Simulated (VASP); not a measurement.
Write the native input for VASP 6.6.1 that does the following.

```yaml
Task: single point
Functional: PBE
Potentials_or_basis: VASP PAW PBE potentials, release 64 (Ti_sv, Ga_d, S)
Cutoff: 520 eV
k_mesh: 12 × 12 × 4
Occupations: gaussian, width 0.1 eV
Spin: no spin polarisation
Dipole_correction: no
Further_INCAR_settings: ALGO = Normal; EDIFF = 1e-06; NBANDS = 36
```

The structure of Ti2GaS3 lies in POSCAR:

```
Ti2GaS3
1.0
    3.1991170684      0.0000000000      0.0000000000
   -1.5995585342      2.7705166509      0.0000000000
    0.0000000000      0.0000000000     10.2910690773
Ti Ga S
2 1 3
Direct
    0.0000000000      0.0000000000      0.3444378023
    0.0000000000      0.0000000000      0.6555621977
    0.0000000000      0.0000000000      0.0000000000
    0.3333333333      0.6666666667      0.1975297438
    0.3333333333      0.6666666667      0.5000000000
    0.3333333333      0.6666666667      0.8024702562
```

These files were run (other wordings do the same):

INCAR

```
SYSTEM = Ti2GaS3
  PREC = Accurate
  ENCUT = 520
  EDIFF = 1E-6
  ISMEAR = 0
  SIGMA = 0.1
  LREAL = .FALSE.
  LASPH = .TRUE.
  NELM = 60
  ALGO = Normal
  ISIF = 2
  LWAVE = .FALSE.
  LCHARG = .FALSE.
  GGA = PE
  NBANDS = 36
```

KPOINTS

```
regular mesh
0
G
  12 12 4
  0 0 0
```

Potentials or basis: VASP PAW PBE potentials, release 64 (Ti_sv, Ga_d, S).

Launch:

```bash
$ cat potpaw_PBE.64/Ti_sv/POTCAR potpaw_PBE.64/Ga_d/POTCAR potpaw_PBE.64/S/POTCAR > POTCAR
$ mpirun -np 1 vasp_std > vasp.out
```

It gave:

```yaml
Pressure: 11.7 GPa
Band_gap_on_the_k_mesh: zero (an odd number of electrons rules out a gap without spin polarisation)
```

Caveat: the cell stands under pressure; an odd number of electrons without spin polarisation forces a metal; a magnetic or distorted state may lie lower.

It took 2 min on 1 thread of AMD EPYC 9R45 96-Core Processor (Zen 5), on a shared host, peak memory 0.28 GiB.
